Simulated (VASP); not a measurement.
# Sr (Im-3m) in VASP: notebook

Sr is run at these levels: r2SCAN+D3(BJ); tasks: single point.

All numbers are computed with VASP 6.6.1; they aren't measurements. Logs are shortened: lines on timing, memory, paths and dates and some standing lists are left out, and cuts for length are marked.

## Step 1: The cell of the first run

It takes space group Im-3m (No. 229, cubic). The conventional cell has a = 4.837 Å, b = 4.837 Å, c = 4.837 Å, α = 90.00°, β = 90.00°, γ = 90.00°. Within 5.5 Å of Sr (site symmetry m-3m) lie 14 Sr at 4.19 to 4.84 Å.

This isn't the form of Sr at room conditions, which is fcc.

## Step 2: Single point, r2SCAN+D3(BJ), non-collinear spin, zero start, spin-orbit coupling

POSCAR reads:

```
Sr
1.0
   -2.4186572257      2.4186572257      2.4186572257
    2.4186572257     -2.4186572257      2.4186572257
    2.4186572257      2.4186572257     -2.4186572257
Sr
1
Direct
    0.0000000000      0.0000000000      0.0000000000
```

INCAR.step1 reads:

```
SYSTEM = Sr
  ALGO = Normal
  EDIFF = 1E-4
  ENCUT = 520
  GGA = PE
  GGA_COMPAT = .FALSE.
  ISMEAR = -1
  LASPH = .TRUE.
  LCHARG = .FALSE.
  LREAL = .FALSE.
  LSORBIT = .TRUE.
  LWAVE = .TRUE.
  MAGMOM = 0 0 0
  NBANDS = 21
  NELM = 150
  PREC = Accurate
  SIGMA = 0.025
```

INCAR.step2 reads:

```
SYSTEM = Sr
  ALGO = Normal
  EDIFF = 1E-6
  ENCUT = 520
  GGA_COMPAT = .FALSE.
  ISIF = 2
  ISMEAR = -1
  ISTART = 1
  IVDW = 12
  LASPH = .TRUE.
  LCHARG = .TRUE.
  LMIXTAU = .TRUE.
  LORBIT = 11
  LORBMOM = .TRUE.
  LREAL = .FALSE.
  LSORBIT = .TRUE.
  LVHAR = .TRUE.
  LWAVE = .FALSE.
  MAGMOM = 0 0 0
  METAGGA = R2SCAN
  NBANDS = 21
  NELM = 150
  PREC = Accurate
  SIGMA = 0.025
  VDW_A1 = 0.49484001
  VDW_A2 = 5.73083694
  VDW_S6 = 1.0
  VDW_S8 = 0.78981345
```

KPOINTS reads:

```
k-points
0
G
  8 8 8
  0 0 0
```

Potentials or basis: VASP PAW PBE potentials, release 64 (Sr_sv).

Command:

```
cat potpaw_PBE.64/Sr_sv/POTCAR > POTCAR
cp INCAR.step1 INCAR
mpirun -np 1 vasp_ncl > vasp.out
cp INCAR.step2 INCAR
mpirun -np 1 vasp_ncl > vasp.out
```

OUTCAR:

```text
SYSTEM = Sr
   EDIFF = 1E-6
   ENCUT = 520
   ISIF = 2
   ISMEAR = -1
   ISTART = 1
   IVDW = 12
   LASPH = .TRUE.
   LORBIT = 11
   LREAL = .FALSE.
   LSORBIT = .TRUE.
   METAGGA = R2SCAN
   NELM = 150
   PREC = Accurate
 IVDW          = 12

 ion  position               nearest neighbor table
   1  0.000  0.000  0.000-

  LATTYP: Found a body centered cubic cell.
 ALAT       =     4.8373144514

  Lattice vectors:

 A1 = (  -2.4186572257,   2.4186572257,   2.4186572257)
 A2 = (   2.4186572257,  -2.4186572257,   2.4186572257)
 A3 = (   2.4186572257,   2.4186572257,  -2.4186572257)

Analysis of symmetry for initial positions (statically):
=====================================================================
 Subroutine PRICEL returns:
 Original cell was already a primitive cell.

 Routine SETGRP: Setting up the symmetry group for a
 body centered cubic supercell.

 Subroutine GETGRP returns: Found 48 space group operations
 (whereof 48 operations were pure point group operations)
 out of a pool of 48 trial point group operations.

The static configuration has the point symmetry O_h .

Analysis of symmetry for dynamics (positions and initial velocities):
=====================================================================
 Subroutine PRICEL returns:
 Original cell was already a primitive cell.

 Routine SETGRP: Setting up the symmetry group for a
 body centered cubic supercell.

 Subroutine GETGRP returns: Found 48 space group operations
 (whereof 48 operations were pure point group operations)
 out of a pool of 48 trial point group operations.

The dynamic configuration has the point symmetry O_h .

Analysis of structural, dynamic, and magnetic symmetry:
=====================================================================
 Subroutine PRICEL returns:
 Original cell was already a primitive cell.

 Routine SETGRP: Setting up the symmetry group for a
 body centered cubic supercell.

 Subroutine GETGRP returns: Found 48 space group operations
 (whereof 48 operations were pure point group operations)
 out of a pool of 48 trial point group operations.

The overall configuration has the point symmetry O_h .

 Subroutine INISYM returns: Found 48 space group operations
 (whereof 48 operations are pure point group operations),
 and found     1 'primitive' translations

----------------------------------------------------------------------------------------

                                     Primitive cell

  volume of cell :      56.5956

  direct lattice vectors                    reciprocal lattice vectors
    -2.418657226  2.418657226  2.418657226     0.000000000  0.206726276  0.206726276
     2.418657226 -2.418657226  2.418657226     0.206726276  0.000000000  0.206726276
     2.418657226  2.418657226 -2.418657226     0.206726276  0.206726276  0.000000000

  length of vectors
     4.189237201  4.189237201  4.189237201     0.292355103  0.292355103  0.292355103

  position of ions in fractional coordinates (direct lattice)
     0.000000000  0.000000000  0.000000000

  ion indices of the primitive-cell ions
   primitive index   ion index
                 1           1

----------------------------------------------------------------------------------------

 KPOINTS: k-points

Automatic generation of k-mesh.
 Grid dimensions read from file:
 generate k-points for:    8    8    8

 Generating k-lattice:

  Cartesian coordinates                     Fractional coordinates (reciprocal lattice)
     0.000000000  0.025840784  0.025840784     0.125000000  0.000000000  0.000000000
     0.025840784  0.000000000  0.025840784     0.000000000  0.125000000  0.000000000
     0.025840784  0.025840784  0.000000000     0.000000000  0.000000000  0.125000000

  Length of vectors
     0.036544388  0.036544388  0.036544388

  Shift w.r.t. Gamma in fractional coordinates (k-lattice)
     0.000000000  0.000000000  0.000000000

 Subroutine IBZKPT returns following result:
 ===========================================

 Found     29 irreducible k-points:
[... 43 lines left out ...]
   LASPH  =      T    aspherical Exc in radial PAW
   ENCUT  =  520.0 eV  38.22 Ry    6.18 a.u.   7.79  7.79  7.79*2*pi/ulx,y,z
   NELM   =    150;   NELMIN=  2; NELMDL=  0     # of ELM steps
   EDIFF  = 0.1E-05   stopping-criterion for ELM
   LREAL  =      F    real-space projection
   EDIFFG = 0.1E-04   stopping-criterion for IOM
   NSW    =      0    number of steps for IOM
   IBRION =     -1    ionic relax: 0-MD 1-quasi-New 2-CG
   NFREE  =      0    steps in history (QN), initial steepest desc. (CG)
   ISIF   =      2    stress and relaxation
   ISYM   =      2    0-nonsym 1-usesym 2-fastsym
   POTIM  = 0.5000    time-step for ionic-motion
   TEBEG  =    0.0;   TEEND  =   0.0 temperature during run
   PSTRESS=    0.0 pullay stress
   NELECT =      10.0000    total number of electrons
   NUPDOWN=      -1.0000    fix difference up-down
   EMIN   =  10.00;   EMAX   =-10.00  energy-range for DOS
   EFERMI =   0.00;   METHOD = LEGACY
   ISMEAR =    -1;   SIGMA  =   0.03  broadening in eV -4-tet -1-fermi 0-gaus
   EFERMI_NEDOS =   21; number of points for ismear=-14 and -15
   IALGO  =     38    algorithm
   IMIX   =      4    mixing-type and parameters
     AMIX     =   0.40;   BMIX     =  1.00
     AMIX_MAG =   1.60;   BMIX_MAG =  1.00
  volume/ion in A,a.u.               =      56.60       381.93
  Fermi-wavevector in a.u.,A,eV,Ry     =   0.918644  1.735985 11.482046  0.843907
  Thomas-Fermi vector in A             =   2.043749
   LORBIT       =     11    0 simple, 1 ext, 2 COOP (PROOUT), +10 PAW based schemes
   METAGGA = R2SCAN    functional components
   LHFCALC =     F    Hartree Fock is set to
   AEXX    =    0.0000 exact exchange contribution
   IVDW    =    12    specifies the selected vdW correction
   LEPSILON=     F    determine dielectric tensor
   LRPA    =     F    only Hartree local field effects (RPA)
  energy-cutoff  :      520.00
  volume of cell :       56.60
 maximum number of plane-waves:      3112
   NGX = 15   NGY = 15   NGZ = 15

 number of electron      10.0000000 magnetization       0.0000000     -0.0000000      0.0000000

 number of electron      10.0000000 magnetization      -0.0000000      0.0000000     -0.0000000

 Free energy of the ion-electron system (eV)
  ---------------------------------------------------
  ext. energy  EPLUGINS =         0.00000000
  ---------------------------------------------------
  free energy    TOTEN  =       -15.17150195 eV

  energy without entropy =      -15.16896296  energy(sigma->0) =      -15.17023246

 E-fermi :   1.5144     XC(G=0):  -7.6957

 val. band max:        1.5067395792   @ k =   0.5000   0.5000   0.2500
 cond. band min:       1.5499986871   @ k =   0.5000   0.5000   0.3750
 fundamental gap:      0.0432591079
 Fermi energy:         1.5144091225

 k-point     1 :       0.0000    0.0000    0.0000
  band No.  band energies     occupation
      1     -36.5533      1.00000
      2     -36.5533      1.00000
      3     -18.5865      1.00000
      4     -18.5865      1.00000
      5     -17.4518      1.00000
      6     -17.4518      1.00000
[... 565 lines left out ...]
     20       6.1691      0.00000
     21       8.5975      0.00000

 [... further k-points ...]

------------------------ aborting loop because EDIFF is reached ----------------------------------------

 Edisp (eV)   -0.08932

 E8    (eV) :    -0.0403

  FORCE on cell =-STRESS in cart. coord.  units (eV):
  Direction    XX          YY          ZZ          XY          YZ          ZX
  --------------------------------------------------------------------------------------
  -------------------------------------------------------------------------------------
  Total      -0.16778    -0.16778    -0.16778     0.00000     0.00000     0.00000
  in kB      -4.74980    -4.74980    -4.74980     0.00000     0.00000     0.00000
  external pressure =       -4.75 kB  Pullay stress =        0.00 kB

 VOLUME and BASIS-vectors are now :
 -----------------------------------------------------------------------------
  energy-cutoff  :      520.00
  volume of cell :       56.60
      direct lattice vectors                 reciprocal lattice vectors
    -2.418657226  2.418657226  2.418657226     0.000000000  0.206726276  0.206726276
     2.418657226 -2.418657226  2.418657226     0.206726276  0.000000000  0.206726276
     2.418657226  2.418657226 -2.418657226     0.206726276  0.206726276  0.000000000

 POSITION                                       TOTAL-FORCE (eV/Angst)
 -----------------------------------------------------------------------------------
      0.00000      0.00000      0.00000        -0.000000      0.000000      0.000000
 -----------------------------------------------------------------------------------
    total drift:                               -0.000000      0.000000      0.000000

  FREE ENERGIE OF THE ION-ELECTRON SYSTEM (eV)
  ---------------------------------------------------
  free  energy   TOTEN  =       -15.2608202922 eV

  energy  without entropy=      -15.2582813034  energy(sigma->0) =      -15.25955080

 orbital moment (x)

 # of ion     p       d       tot
 ----------------------------------------
  1         0.000   0.000   0.000
 ----------------------------------------
            0.000   0.000   0.000

 orbital moment (y)

 # of ion     p       d       tot
 ----------------------------------------
  1        -0.000  -0.000  -0.000
 ----------------------------------------
           -0.000  -0.000  -0.000

 orbital moment (z)

 # of ion     p       d       tot
 ----------------------------------------
  1         0.000  -0.000  -0.000
 ----------------------------------------
            0.000  -0.000  -0.000

 Spin-Orbit-Coupling matrix elements

 Ion:    1  E_soc:     -0.1643345
 l=   1
     0.0000000    -0.0273920    -0.0273920
    -0.0273920     0.0000000    -0.0273920
    -0.0273920    -0.0273920     0.0000000
 l=   2
     0.0000000     0.0000048     0.0000000     0.0000048    -0.0000019
     0.0000048     0.0000000    -0.0000014     0.0000048    -0.0000005
     0.0000000    -0.0000014     0.0000000    -0.0000014     0.0000000
     0.0000048     0.0000048    -0.0000014     0.0000000    -0.0000005
    -0.0000019    -0.0000005     0.0000000    -0.0000005     0.0000000
 l=   3
     0.0000000     0.0000000     0.0000000     0.0000000     0.0000000     0.0000000     0.0000000
     0.0000000     0.0000000     0.0000000     0.0000000     0.0000000     0.0000000     0.0000000
     0.0000000     0.0000000     0.0000000     0.0000000     0.0000000     0.0000000     0.0000000
     0.0000000     0.0000000     0.0000000     0.0000000     0.0000000     0.0000000     0.0000000
     0.0000000     0.0000000     0.0000000     0.0000000     0.0000000     0.0000000     0.0000000
     0.0000000     0.0000000     0.0000000     0.0000000     0.0000000     0.0000000     0.0000000
     0.0000000     0.0000000     0.0000000     0.0000000     0.0000000     0.0000000     0.0000000

 total charge

# of ion       s       p       d       tot
------------------------------------------
    1        2.053   5.828   0.122   8.003

 magnetization (x)

# of ion       s       p       d       tot
------------------------------------------
    1        0.000  -0.000   0.000  -0.000

 magnetization (y)

# of ion       s       p       d       tot
------------------------------------------
    1        0.000   0.000  -0.000  -0.000

 magnetization (z)

# of ion       s       p       d       tot
------------------------------------------
    1       -0.000   0.000   0.000   0.000
```

Run time: 5.7 min. Hardware: 1 thread of AMD EPYC 7R13 (Zen 3), shared host; peak memory 0.36 GiB.

Results:

```yaml
Free_energy: -15.2608 eV
Pressure: -0.5 GPa
Net_moment: 0.00 μB per cell
Valence_electrons_inside_the_program's_atomic_spheres: Sr 8.00
Dispersion_energy_per_atom: -0.089 eV
```

Moments on the atoms (μB; x, y, z):
```
Sr  0.00 0.00 0.00
```

Caveat: three body term missing; the PAW data sets were made with another functional, which shifts forces and pressure a little.

## Step 3: Single point, r2SCAN+D3(BJ), non-collinear spin, zero start, spin-orbit coupling

This run uses another cell than the first one, of 57.75 Å³/atom.

POSCAR reads:

```
Sr
1.0
   -2.4350000000      2.4350000000      2.4350000000
    2.4350000000     -2.4350000000      2.4350000000
    2.4350000000      2.4350000000     -2.4350000000
Sr
1
Direct
    0.0000000000      0.0000000000      0.0000000000
```

INCAR.step1 reads:

```
SYSTEM = Sr
PREC = Accurate ; ENCUT = 520
ISMEAR = -1 ; SIGMA = 0.025
LREAL = .FALSE. ; LASPH = .TRUE.
NELM = 150 ; LNONCOLLINEAR = .TRUE.
MAGMOM = 0 0 0 ; LSORBIT = .TRUE.
GGA_COMPAT = .FALSE. ; NBANDS = 21
GGA = PE ; ALGO = Normal
EDIFF = 1E-4 ; LWAVE = .TRUE.
LCHARG = .FALSE.
```

INCAR.step2 reads:

```
SYSTEM = Sr
PREC = Accurate ; ENCUT = 520
EDIFF = 1E-7 ; ISMEAR = -1
SIGMA = 0.025 ; LREAL = .FALSE.
LASPH = .TRUE. ; NELM = 150
ALGO = Normal ; ISIF = 2
LWAVE = .FALSE. ; LCHARG = .TRUE.
LNONCOLLINEAR = .TRUE. ; MAGMOM = 0 0 0
LORBIT = 11 ; LSORBIT = .TRUE.
GGA_COMPAT = .FALSE. ; LORBMOM = .TRUE.
METAGGA = R2SCAN ; LMIXTAU = .TRUE.
IVDW = 12 ; VDW_S6 = 1.0
VDW_S8 = 0.78981345 ; VDW_A1 = 0.49484001
VDW_A2 = 5.73083694 ; LVHAR = .TRUE.
NBANDS = 21 ; ISTART = 1
```

KPOINTS reads:

```
Automatic mesh
0
G
  8 8 8
  0 0 0
```

Potentials or basis: VASP PAW PBE potentials, release 64 (Sr_sv).

Command:

```
cat potpaw_PBE.64/Sr_sv/POTCAR > POTCAR
cp INCAR.step1 INCAR
mpirun -np 1 vasp_ncl > vasp.out
cp INCAR.step2 INCAR
mpirun -np 1 vasp_ncl > vasp.out
```

It took 7.6 min on 1 thread of AMD EPYC 7R13 (Zen 3), shared host; peak memory 0.36 GiB.

The run converged. Its results:

```
Free energy                                           : -15.2568 eV
Pressure                                              : -0.7 GPa
Net moment                                            : 0.00 μB per cell
Valence electrons inside the program's atomic spheres : Sr 8.00
Dispersion energy per atom                            : -0.087 eV
```

Moments on the atoms (μB; x, y, z):
```
Sr  0.00 0.00 0.00
```

Caveat: three body term missing; the PAW data sets were made with another functional, which shifts forces and pressure a little.

## Step 4: Single point, r2SCAN+D3(BJ), non-collinear spin, zero start, spin-orbit coupling

This run uses another cell than the first one, of 58.91 Å³/atom.

POSCAR reads:

```
Sr
1.0
   -2.4511262978      2.4511262978      2.4511262978
    2.4511262978     -2.4511262978      2.4511262978
    2.4511262978      2.4511262978     -2.4511262978
Sr
1
Direct
    0.0000000000      0.0000000000      0.0000000000
```

INCAR.step1 reads:

```
SYSTEM = Sr
  PREC = Accurate
  ENCUT = 520
  ISMEAR = -1
  SIGMA = 0.025
  LREAL = .False.
  LASPH = .True.
  NELM = 150
  MAGMOM = 0 0 0
  LSORBIT = .True.
  GGA_COMPAT = .False.
  NBANDS = 21
  GGA = PE
  ALGO = Normal
  EDIFF = 1E-4
  LWAVE = .True.
  LCHARG = .False.
```

INCAR.step2 reads:

```
SYSTEM = Sr
  PREC = Accurate
  ENCUT = 520
  EDIFF = 1E-6
  ISMEAR = -1
  SIGMA = 0.025
  LREAL = .False.
  LASPH = .True.
  NELM = 150
  ALGO = Normal
  ISIF = 2
  LWAVE = .False.
  LCHARG = .True.
  MAGMOM = 0 0 0
  LORBIT = 11
  LSORBIT = .True.
  GGA_COMPAT = .False.
  LORBMOM = .True.
  METAGGA = R2SCAN
  LMIXTAU = .True.
  IVDW = 12
  VDW_S6 = 1.0
  VDW_S8 = 0.78981345
  VDW_A1 = 0.49484001
  VDW_A2 = 5.73083694
  LVHAR = .True.
  NBANDS = 21
  ISTART = 1
```

KPOINTS reads:

```
regular mesh
0
Gamma
  8 8 8
  0 0 0
```

Command:

```
cat potpaw_PBE.64/Sr_sv/POTCAR > POTCAR
cp INCAR.step1 INCAR
mpirun -np 1 vasp_ncl > vasp.out
cp INCAR.step2 INCAR
mpirun -np 1 vasp_ncl > vasp.out
```

Wall time 5 min (1 thread of AMD EPYC 7R13 (Zen 3), shared host); peak memory 0.35 GiB.

The run converged. Its results:

- Free energy: -15.2515 eV
- Pressure: -0.8 GPa
- Net moment: 0.00 μB per cell
- Valence electrons inside the program's atomic spheres: Sr 7.99
- Dispersion energy per atom: -0.086 eV

Moments on the atoms (μB; x, y, z):
```
Sr  0.00 0.00 0.00
```

Caveat: three body term missing; the PAW data sets were made with another functional, which shifts forces and pressure a little.

## Step 5: The runs side by side

| cell | pressure (GPa) | moment (μB) |
| --- | --- | --- |
| a = 4.189 Å, angles 109.5°, 1 atom | -0.5 | 0.00 |
| a = 4.218 Å, angles 109.5°, 1 atom | -0.7 | 0.00 |
| a = 4.245 Å, angles 109.5°, 1 atom | -0.8 | 0.00 |

Alike in all rows: task single point; level r2SCAN+D3(BJ); potentials or basis VASP PAW PBE potentials, release 64 (Sr_sv); spin non-collinear, zero start, SOC; k mesh 8 × 8 × 8; cutoff (eV) 520; smearing fermi-dirac 0.025 eV.

Caveats: three body term missing; the PAW data sets were made with another functional, which shifts forces and pressure a little.

Absolute energies hang on the potentials; compare differences alone.
